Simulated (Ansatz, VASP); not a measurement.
PbO2 in VASP and in Ansatz

```
CELL_PARAMETERS angstrom
0.00000 2.63732 2.63732
2.63732 0.00000 2.63732
2.63732 2.63732 0.00000
ATOMIC_POSITIONS crystal
Pb 0.00000 0.00000 0.00000
O 0.25000 0.25000 0.25000
O 0.75000 0.75000 0.75000
```

Alike in both runs: task single point; functional PBEsol; k mesh 14 × 14 × 14; occupations gaussian, width 0.1 eV; no spin polarisation.

|  | VASP | Ansatz |
| --- | --- | --- |
| version | VASP 6.6.1 | Ansatz 0.2.0 |
| potentials or method | VASP PAW PBE potentials, release 64 (Pb_d, O), cutoff 520 eV | scalar-relativistic, plane waves, PAW |
| valence electrons in the cell | 26 | 26 |

Ansatz gave:

* gap on the k mesh at the Fermi level (eV): none
* pressure (GPa): 5.0

**Question.** Estimate VASP's values.

**Answer.** gap on the k mesh at the Fermi level (eV): none; pressure (GPa): 5.4.

VASP's potentials were made for PBE, not for PBEsol. A gap of «none» marks a metal or a gap that the smearing closes.

Neither program's run includes spin-orbit coupling.
